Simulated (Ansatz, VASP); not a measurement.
## Pb: VASP beside Ansatz

File INCAR:

```
  PREC = Accurate
  ENCUT = 520
  EDIFF = 1E-8
  ISMEAR = -1
  SIGMA = 0.05
  LREAL = False
  LASPH = True
  NELM = 80
  ALGO = Normal
  ISIF = 2
  LWAVE = False
  LCHARG = False
  GGA = CA
  LEFG = True
  NBANDS = 21
```

Contents of KPOINTS:

```
regular mesh
0
Gamma
  8 8 8
```

POSCAR

```
Pb
1.0
    0.0687800011      3.4733900561      3.4733900561
    3.4733900561      0.0687800011      3.4733900561
    3.4733900561      3.4733900561      0.0687800011
Pb
2
Direct
    0.0000000000      0.0000000000      0.0000000000
    0.2500000000      0.2500000000      0.2500000000
```

Input for Ansatz:

```yaml
crystal:
  lattice:
    - [0.0687800011, 3.4733900561, 3.4733900561]
    - [3.4733900561, 0.0687800011, 3.4733900561]
    - [3.4733900561, 3.4733900561, 0.0687800011]
  atoms:
    - { symbol: Pb, position: [0.0, 0.0, 0.0] }
    - { symbol: Pb, position: [0.25, 0.25, 0.25] }
kpoints:
  mp_grid: { grid: [8, 8, 8] }
scf:
  occupations: { method: fermi_dirac, width: 0.05 }
hamiltonian:
  xc: lda
  pseudopotentials: { kind: all_electron, datasets: crystal }
output:
  forces: true
  stress: true
  eigenvalues: true
  efg: { contact_densities: true }
```

Change from the starting cell: equal xy, yz and zx shear strains of +2 %, crystal datasets.

Alike in both runs: task electric field gradients; functional LDA; k mesh 8 × 8 × 8; occupations fermi-dirac, width 0.05 eV; no spin polarisation.

|  | VASP | Ansatz |
| --- | --- | --- |
| version | VASP 6.6.1 | Ansatz 0.2.0 |
| potentials or method | VASP PAW LDA potentials, release 64 (Pb_d), cutoff 520 eV | all-electron PAW with datasets made for the crystal, scalar-relativistic |

VASP gave:

* pressure (GPa): -0.7
* traceless stress, the component that is largest in VASP (GPa): -0.65
* rms of the force components (eV/Å): 0.116
* size of Vzz on the site where it differs most (V/Å²): 52.3

**Question.** Which values does Ansatz return?

**Answer.** Pressure (GPa): -0.7; traceless stress, the component that is largest in VASP (GPa): -0.64; rms of the force components (eV/Å): 0.114; size of Vzz on the site where it differs most (V/Å²): 51.3.

LDA's correlation is that of Perdew and Zunger in VASP and of Perdew and Wang (1992) in Ansatz. Atom by atom the forces differ by 0.002 eV/Å (rms over components). Ansatz ran all-electron here, and VASP with PAW potentials.

Spin-orbit coupling is off throughout.
